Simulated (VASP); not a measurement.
# Hf (P6_3/mmc) in VASP: further runs

Hf is run at these levels: PBEsol, LDA; tasks: single point.

Everything below comes from runs of VASP 6.6.1. Logs are shortened: lines on timing, memory, paths and dates and some standing lists are left out, and cuts for length are marked.

**1. The cell of the first run**

The structure is hexagonal, space group P6_3/mmc (No. 194). Conventional cell: a = 3.197 Å, b = 3.197 Å, c = 5.058 Å, α = 90.00°, β = 90.00°, γ = 120.00°. Within 4.1 Å of Hf (site symmetry -6m2) lie 12 Hf at 3.13 to 3.20 Å.

**2. Single point, PBEsol**

The input, INCAR:

```
SYSTEM = Hf
PREC = Accurate
ENCUT = 520
EDIFF = 1E-6
ISMEAR = -1
SIGMA = 0.05
LREAL = .FALSE.
LASPH = .TRUE.
NELM = 60
ALGO = Fast
ISIF = 2
LWAVE = .FALSE.
LCHARG = .FALSE.
GGA = PS
NBANDS = 17
```

The input, KPOINTS:

```
regular mesh
0
G
  10 10 5
  0 0 0
```

The input, POSCAR:

```
Hf
1.0
    3.1967000000      0.0000000000      0.0000000000
   -1.5983500000      2.7684234083      0.0000000000
    0.0000000000      0.0000000000      5.0578000000
Hf
2
Direct
    0.6666666667      0.3333333333      0.7500000000
    0.3333333333      0.6666666667      0.2500000000
```

Potentials or basis: VASP PAW PBE potentials, release 64 (Hf_pv).

Started as:

```sh
$ cat potpaw_PBE.64/Hf_pv/POTCAR > POTCAR
$ mpirun -np 1 vasp_std > vasp.out
```

OUTCAR:

```text
SYSTEM = Hf
   PREC = Accurate
   ENCUT = 520
   EDIFF = 1E-6
   ISMEAR = -1
   LREAL = .FALSE.
   LASPH = .TRUE.
   NELM = 60
   ISIF = 2
   GGA = PS

 ion  position               nearest neighbor table
   1  0.667  0.333  0.750-   2 3.13   2 3.13   2 3.13   2 3.13   2 3.13   2 3.13
   2  0.333  0.667  0.250-   1 3.13   1 3.13   1 3.13   1 3.13   1 3.13   1 3.13

  LATTYP: Found a hexagonal cell.
 ALAT       =     3.1967000000
 C/A-ratio  =     1.5821941377

  Lattice vectors:

 A1 = (   3.1967000000,   0.0000000000,   0.0000000000)
 A2 = (  -1.5983500000,   2.7684234083,   0.0000000000)
 A3 = (   0.0000000000,   0.0000000000,   5.0578000000)

Analysis of symmetry for initial positions (statically):
=====================================================================
 Subroutine PRICEL returns:
 Original cell was already a primitive cell.

 Routine SETGRP: Setting up the symmetry group for a
 hexagonal supercell.

 Subroutine GETGRP returns: Found 24 space group operations
 (whereof 12 operations were pure point group operations)
 out of a pool of 24 trial point group operations.

The static configuration has the point symmetry D_3d.
 The point group associated with its full space group is D_6h.

Analysis of symmetry for dynamics (positions and initial velocities):
=====================================================================
 Subroutine PRICEL returns:
 Original cell was already a primitive cell.

 Routine SETGRP: Setting up the symmetry group for a
 hexagonal supercell.

 Subroutine GETGRP returns: Found 24 space group operations
 (whereof 12 operations were pure point group operations)
 out of a pool of 24 trial point group operations.

The dynamic configuration has the point symmetry D_3d.
 The point group associated with its full space group is D_6h.

 Subroutine INISYM returns: Found 24 space group operations
 (whereof 12 operations are pure point group operations),
 and found     1 'primitive' translations

----------------------------------------------------------------------------------------

                                     Primitive cell

  volume of cell :      44.7606

  direct lattice vectors                    reciprocal lattice vectors
     3.196700000  0.000000000  0.000000000     0.312822598  0.180608211  0.000000000
    -1.598350000  2.768423408  0.000000000     0.000000000  0.361216423  0.000000000
     0.000000000  0.000000000  5.057800000     0.000000000  0.000000000  0.197714421

  length of vectors
     3.196700000  3.196700000  5.057800000     0.361216423  0.361216423  0.197714421

  position of ions in fractional coordinates (direct lattice)
     0.666666667  0.333333333  0.750000000
     0.333333333  0.666666667  0.250000000

  ion indices of the primitive-cell ions
   primitive index   ion index
                 1           1
                 2           2

----------------------------------------------------------------------------------------

 KPOINTS: regular mesh

Automatic generation of k-mesh.
 Grid dimensions read from file:
 generate k-points for:   10   10    5

 Generating k-lattice:

  Cartesian coordinates                     Fractional coordinates (reciprocal lattice)
     0.031282260  0.018060821  0.000000000     0.100000000 -0.000000000  0.000000000
     0.000000000  0.036121642  0.000000000     0.000000000  0.100000000  0.000000000
     0.000000000  0.000000000  0.039542884     0.000000000  0.000000000  0.200000000

  Length of vectors
     0.036121642  0.036121642  0.039542884

  Shift w.r.t. Gamma in fractional coordinates (k-lattice)
     0.000000000  0.000000000  0.000000000

 Subroutine IBZKPT returns following result:
 ===========================================

 Found     42 irreducible k-points:

 Following reciprocal coordinates:
            Coordinates               Weight
  0.000000  0.000000  0.000000      1.000000
  0.100000  0.000000  0.000000      6.000000
  0.200000  0.000000  0.000000      6.000000
  0.300000  0.000000  0.000000      6.000000
  0.400000  0.000000  0.000000      6.000000
  0.500000  0.000000  0.000000      3.000000
[... 16 lines left out ...]
  0.300000  0.100000  0.200000     24.000000
  0.400000  0.100000  0.200000     24.000000
 [... further k-points ...]
   k-points           NKPTS =     42   k-points in BZ     NKDIM =     42   number of bands    NBANDS=     17
   number of dos      NEDOS =    301   number of ions     NIONS =      2
   total plane-waves  NPLWV =  23040
   dimension x,y,z NGX =    24 NGY =   24 NGZ =   40
   dimension x,y,z NGXF=    48 NGYF=   48 NGZF=   80
   ions per type =               2
   NGX,Y,Z   is equivalent  to a cutoff of  12.48, 12.48, 13.15 a.u.
   NGXF,Y,Z  is equivalent  to a cutoff of  24.96, 24.96, 26.30 a.u.
 SYSTEM =  Hf
   PREC   = accura    normal or accurate (medium, high low for compatibility)
   ISTART =      0    job   : 0-new  1-cont  2-samecut
   ICHARG =      2    charge: 1-file 2-atom 10-const
   ISPIN  =      1    spin polarized calculation?
   LNONCOLLINEAR =      F non collinear calculations
   LSORBIT =      F    spin-orbit coupling
   LASPH  =      T    aspherical Exc in radial PAW
   ENCUT  =  520.0 eV  38.22 Ry    6.18 a.u.   5.94  5.94  9.40*2*pi/ulx,y,z
   NELM   =     60;   NELMIN=  2; NELMDL= -5     # of ELM steps
   EDIFF  = 0.1E-05   stopping-criterion for ELM
   LREAL  =      F    real-space projection
   EDIFFG = 0.1E-04   stopping-criterion for IOM
   NSW    =      0    number of steps for IOM
   IBRION =     -1    ionic relax: 0-MD 1-quasi-New 2-CG
   NFREE  =      0    steps in history (QN), initial steepest desc. (CG)
   ISIF   =      2    stress and relaxation
   ISYM   =      2    0-nonsym 1-usesym 2-fastsym
   POTIM  = 0.5000    time-step for ionic-motion
   TEBEG  =    0.0;   TEEND  =   0.0 temperature during run
   PSTRESS=    0.0 pullay stress
   NELECT =      20.0000    total number of electrons
   NUPDOWN=      -1.0000    fix difference up-down
   EMIN   =  10.00;   EMAX   =-10.00  energy-range for DOS
   EFERMI =   0.00;   METHOD = LEGACY
   ISMEAR =    -1;   SIGMA  =   0.05  broadening in eV -4-tet -1-fermi 0-gaus
   EFERMI_NEDOS =   21; number of points for ismear=-14 and -15
   IALGO  =     68    algorithm
   IMIX   =      4    mixing-type and parameters
     AMIX     =   0.40;   BMIX     =  1.00
     AMIX_MAG =   1.60;   BMIX_MAG =  1.00
  volume/ion in A,a.u.               =      22.38       151.03
  Fermi-wavevector in a.u.,A,eV,Ry     =   1.251563  2.365112 21.312311  1.566411
  Thomas-Fermi vector in A             =   2.385505
   LORBIT       =      0    0 simple, 1 ext, 2 COOP (PROOUT), +10 PAW based schemes
   GGA     = PS    functional components
   LHFCALC =     F    Hartree Fock is set to
   AEXX    =    0.0000 exact exchange contribution
   IVDW    =     0    specifies the selected vdW correction
   LEPSILON=     F    determine dielectric tensor
   LRPA    =     F    only Hartree local field effects (RPA)
 non-spin polarized calculation
 RMM-DIIS sequential band-by-band and
  energy-cutoff  :      520.00
  volume of cell :       44.76
 maximum number of plane-waves:      1220
 NGX is ok and might be reduce to    24
   NGX = 11   NGY = 11   NGZ = 19

 number of electron      20.0000004 magnetization

 Free energy of the ion-electron system (eV)
  ---------------------------------------------------
  ext. energy  EPLUGINS =         0.00000000
  ---------------------------------------------------
  free energy    TOTEN  =       -20.98972722 eV

  energy without entropy =      -20.97881874  energy(sigma->0) =      -20.98427298

 E-fermi :   4.7437     XC(G=0): -11.3891

 val. band max:        4.7413973097   @ k =   0.1000   0.1000   0.2000
 cond. band min:       4.8776891321   @ k =   0.3000   0.2000   0.4000
 fundamental gap:      0.1362918224
 Fermi energy:         4.7436517594

 k-point     1 :       0.0000    0.0000    0.0000
  band No.  band energies     occupation
      1     -26.2752      2.00000
      2     -25.5253      2.00000
      3     -25.5253      2.00000
      4     -25.4031      2.00000
      5     -25.3966      2.00000
      6     -25.3966      2.00000
[... 9 lines left out ...]
     16       7.3727      0.00000
     17      10.0810      0.00000

 k-point     2 :       0.1000    0.0000    0.0000
  band No.  band energies     occupation
      1     -26.2494      2.00000
      2     -25.5800      2.00000
      3     -25.5436      2.00000
      4     -25.4542      2.00000
      5     -25.4151      2.00000
      6     -25.4040      2.00000
[... 9 lines left out ...]
     16       7.0991      0.00000
     17      10.3133      0.00000

 k-point     3 :       0.2000    0.0000    0.0000
  band No.  band energies     occupation
      1     -26.1768      2.00000
      2     -25.7235      2.00000
      3     -25.5999      2.00000
      4     -25.5896      2.00000
      5     -25.4512      2.00000
      6     -25.4251      2.00000
[... 9 lines left out ...]
     16       7.7907      0.00000
     17      10.7006      0.00000

 k-point     4 :       0.3000    0.0000    0.0000
  band No.  band energies     occupation
      1     -26.0725      2.00000
      2     -25.9008      2.00000
      3     -25.7702      2.00000
      4     -25.6436      2.00000
      5     -25.5103      2.00000
      6     -25.4533      2.00000
[... 9 lines left out ...]
     16       8.9599      0.00000
     17      11.0074      0.00000

 k-point     5 :       0.4000    0.0000    0.0000
  band No.  band energies     occupation
      1     -26.0433      2.00000
      2     -25.9635      2.00000
      3     -25.9014      2.00000
      4     -25.6857      2.00000
      5     -25.5825      2.00000
      6     -25.4771      2.00000
[... 9 lines left out ...]
     16      10.2577      0.00000
     17      11.1674      0.00000

 k-point     6 :       0.5000    0.0000    0.0000
  band No.  band energies     occupation
      1     -26.0974      2.00000
      2     -25.9503      2.00000
      3     -25.9071      2.00000
      4     -25.7015      2.00000
      5     -25.6248      2.00000
      6     -25.4864      2.00000
[... 9 lines left out ...]
     16      11.2144      0.00000
     17      11.7086      0.00000

 k-point     7 :       0.1000    0.1000    0.0000
  band No.  band energies     occupation
      1     -26.2001      2.00000
      2     -25.6653      2.00000
      3     -25.6123      2.00000
      4     -25.5235      2.00000
      5     -25.4392      2.00000
      6     -25.4278      2.00000
[... 9 lines left out ...]
     16       7.6398      0.00000
     17      10.5151      0.00000

 k-point     8 :       0.2000    0.1000    0.0000
  band No.  band energies     occupation
      1     -26.1112      2.00000
      2     -25.8121      2.00000
      3     -25.7403      2.00000
      4     -25.6041      2.00000
      5     -25.4873      2.00000
      6     -25.4653      2.00000
[... 9 lines left out ...]
     16       8.7577      0.00000
     17      10.7588      0.00000
[... 203 lines left out ...]
      1     -26.1211      2.00000
      2     -25.9769      2.00000
      3     -25.8266      2.00000
      4     -25.6662      2.00000
      5     -25.5627      2.00000
      6     -25.4974      2.00000
[... 9 lines left out ...]
     16      10.0069      0.00000
     17      10.9498      0.00000

 k-point    20 :       0.5000    0.0000    0.2000
  band No.  band energies     occupation
      1     -26.1558      2.00000
      2     -26.0213      2.00000
      3     -25.8054      2.00000
      4     -25.6814      2.00000
      5     -25.5922      2.00000
      6     -25.5074      2.00000
[... 9 lines left out ...]
     16      11.1428      0.00000
     17      11.4130      0.00000

 k-point    21 :       0.1000    0.1000    0.2000
  band No.  band energies     occupation
      1     -26.1432      2.00000
      2     -25.6421      2.00000
      3     -25.6392      2.00000
      4     -25.5576      2.00000
      5     -25.4505      2.00000
      6     -25.4427      2.00000
[... 9 lines left out ...]
     16       8.0104      0.00000
     17      10.4513      0.00000

 k-point    22 :       0.2000    0.1000    0.2000
  band No.  band energies     occupation
      1     -26.0927      2.00000
      2     -25.7996      2.00000
      3     -25.7460      2.00000
      4     -25.6173      2.00000
      5     -25.4931      2.00000
      6     -25.4742      2.00000
[... 9 lines left out ...]
     16       8.7585      0.00000
     17      10.5610      0.00000

 k-point    23 :       0.3000    0.1000    0.2000
  band No.  band energies     occupation
      1     -26.0819      2.00000
      2     -25.9343      2.00000
      3     -25.8169      2.00000
      4     -25.6745      2.00000
      5     -25.5486      2.00000
      6     -25.5060      2.00000
[... 9 lines left out ...]
     16       9.6612      0.00000
     17      10.8700      0.00000

 k-point    24 :       0.4000    0.1000    0.2000
  band No.  band energies     occupation
      1     -26.1276      2.00000
      2     -25.9997      2.00000
      3     -25.8158      2.00000
      4     -25.6954      2.00000
      5     -25.6008      2.00000
      6     -25.5285      2.00000
[... 9 lines left out ...]
     16      10.6892      0.00000
     17      11.5194      0.00000

 [... further k-points ...]
[... 5 lines left out ...]
  --------------------------------------------------------------------------------------
  -------------------------------------------------------------------------------------
  Total       -1.1268012     -1.1268012     -1.2719369      0.0000000     -0.0000000      0.0000000
  in kB      -40.3331223    -40.3331223    -45.5281607      0.0000000     -0.0000000      0.0000000
  external PRESSURE =     -42.0648018 kB  Pullay stress =       0.0000000 kB

 VOLUME and BASIS-vectors are now :
 -----------------------------------------------------------------------------
  energy-cutoff  :      520.00
  volume of cell :       44.76
      direct lattice vectors                 reciprocal lattice vectors
     3.196700000  0.000000000  0.000000000     0.312822598  0.180608211  0.000000000
    -1.598350000  2.768423408  0.000000000     0.000000000  0.361216423  0.000000000
     0.000000000  0.000000000  5.057800000     0.000000000  0.000000000  0.197714421

 POSITION                                       TOTAL-FORCE (eV/Angst)
 -----------------------------------------------------------------------------------
      1.59835      0.92281      3.79335         0.000000      0.000000      0.000000
     -0.00000      1.84562      1.26445        -0.000000      0.000000      0.000000
 -----------------------------------------------------------------------------------
    total drift:                               -0.000000      0.000000     -0.000000

  FREE ENERGIE OF THE ION-ELECTRON SYSTEM (eV)
  ---------------------------------------------------
  free  energy   TOTEN  =       -20.9897272230 eV

  energy  without entropy=      -20.9788187427  energy(sigma->0) =      -20.98427298
```

It took 20 s on 1 thread of AMD EPYC 9R45 (Zen 5), shared host; peak memory 0.14 GiB.

Results:

```yaml
Free_energy: -20.9897 eV
Pressure: -4.2 GPa
Band_gap_on_the_k_mesh: zero (band 10 reaches 5.92 eV, above the bottom of band 11 at 4.43 eV)
```

Levels at points of the mesh, in eV from the Fermi level:
```
           k point  band 8  band 9  band 10  band 11  band 12  band 13
(0.00, 0.00, 0.00)   -3.70    0.68     1.18     1.18     1.46     2.00
(0.50, 0.00, 0.00)   -2.73   -2.21    -0.77     0.79     0.88     1.68
```

Caveat: the PAW data sets were made with another functional, which shifts forces and pressure a little; spin-orbit coupling is left out, which moves the levels of the heavy elements.

**3. Single point, LDA**

The input, INCAR:

```
PREC = Accurate
ENCUT = 520
EDIFF = 1E-6
ISMEAR = -1
SIGMA = 0.05
LREAL = False
LASPH = True
NELM = 60
ALGO = Fast
ISIF = 2
LWAVE = False
LCHARG = False
GGA = CA
NBANDS = 17
```

The input, KPOINTS:

```
regular mesh
0
Gamma
  10 10 5
```

POSCAR is that of step 2.

Potentials or basis: VASP PAW LDA potentials, release 64 (Hf_pv).

Started as:

```sh
$ cat potpaw_LDA.64/Hf_pv/POTCAR > POTCAR
$ mpirun -np 1 vasp_std > vasp.out
```

It took 20 s on 1 thread of AMD EPYC 9R45 (Zen 5), shared host; peak memory 0.12 GiB.

It converged, with:

| Quantity | Value |
| --- | --- |
| Free energy | -21.3203 eV |
| Pressure | -7.8 GPa |
| Band gap on the k mesh | zero (band 10 reaches 5.90 eV, above the bottom of band 11 at 4.45 eV) |

Stress tensor (GPa, compression positive):
```
-7.63  0.00  0.00
 0.00 -7.63  0.00
 0.00  0.00 -8.10
```

Levels at points of the mesh, in eV from the Fermi level:
```tsv
k point	band 8	band 9	band 10	band 11	band 12	band 13
(0.00, 0.00, 0.00)	-3.68	0.82	1.13	1.13	1.40	1.94
(0.50, 0.00, 0.00)	-2.73	-2.21	-0.68	0.73	0.88	1.67
```

Caveat: spin-orbit coupling is left out, which moves the levels of the heavy elements.
